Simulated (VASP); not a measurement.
The system is Zr2N.

```
Zr N
1.0
     5.41300    0.00000    0.00000
     0.00000    5.41300    0.00000
     0.00000    0.00000    3.30779
Zr N
4 2
Direct
  0.29613 0.29613 0.00000
  0.70387 0.70387 0.00000
  0.79613 0.20387 0.50000
  0.20387 0.79613 0.50000
  0.00000 0.00000 0.00000
  0.50000 0.50000 0.50000
```

- Program: VASP 6.6.1
- Task: relaxation of cell and atoms
- Functional: r2SCAN
- Potentials or basis: VASP PAW PBE potentials, release 64 (Zr_sv, N)
- Cutoff: 600 eV
- k mesh: 1 × 1 × 2
- Occupations: gaussian, width 0.1 eV
- Spin: no spin polarisation

At the start: pressure 2.8 GPa; volume 16.15 Å³/atom.

Q: Where does the relaxation end?

A: Over 18 steps the energy falls by 113.9 meV/atom and the volume is 16.90 Å³/atom (+4.6 %); space group P4_2/mnm (No. 136, to 0.05 Å).

Step by step:
| step | energy change (eV) | largest force (eV/Å) | pressure (GPa) | volume (Å³) |
| --- | --- | --- | --- | --- |
| 1 | 0.0000 | 1.0640 | 2.78 | 96.92 |
| 2 | -0.2569 | 0.5049 | -3.46 | 100.75 |
| 3 | -0.2649 | 0.4046 | -2.81 | 100.20 |
| 4 | -0.2653 | 0.4040 | -2.67 | 100.08 |
| 5 | -0.2961 | 0.8905 | 4.52 | 96.87 |
| 6 | -0.2963 | 0.9725 | 4.96 | 96.69 |
| 7 | -0.3180 | 1.2955 | 5.86 | 96.38 |
| 8 | -0.3900 | 1.2050 | 8.76 | 95.46 |
| 9 | -0.3323 | 0.2821 | 15.82 | 93.65 |
| 10 | -0.4069 | 0.8075 | 10.75 | 94.91 |
| 11 | -0.4487 | 0.5126 | 10.80 | 95.13 |
| 12 | -0.4989 | 0.4245 | 11.27 | 95.81 |
| 13 | -0.5649 | 0.3381 | 8.86 | 96.88 |
| 14 | -0.6746 | 0.0910 | 2.29 | 100.15 |
| 15 | -0.6834 | 0.0054 | 0.11 | 101.36 |
| 16 | -0.6834 | 0.0024 | -0.08 | 101.47 |
| 17 | -0.6834 | 0.0003 | -0.06 | 101.46 |
| 18 | -0.6835 | 0.0058 | 0.03 | 101.42 |

Final structure:
```
Zr N
1.0
     5.62780    0.00000    0.00000
     0.00000    5.62780    0.00000
     0.00000    0.00000    3.20204
Zr N
4 2
Direct
  0.31642 0.31642 0.00000
  0.68358 0.68358 0.00000
  0.81642 0.18358 0.50000
  0.18358 0.81642 0.50000
  0.00000 0.00000 0.00000
  0.50000 0.50000 0.50000
```

Caveat: the k points lie up to 1.12 Å⁻¹ apart in the final cell; the PAW data sets were made with another functional, which shifts forces and pressure a little.
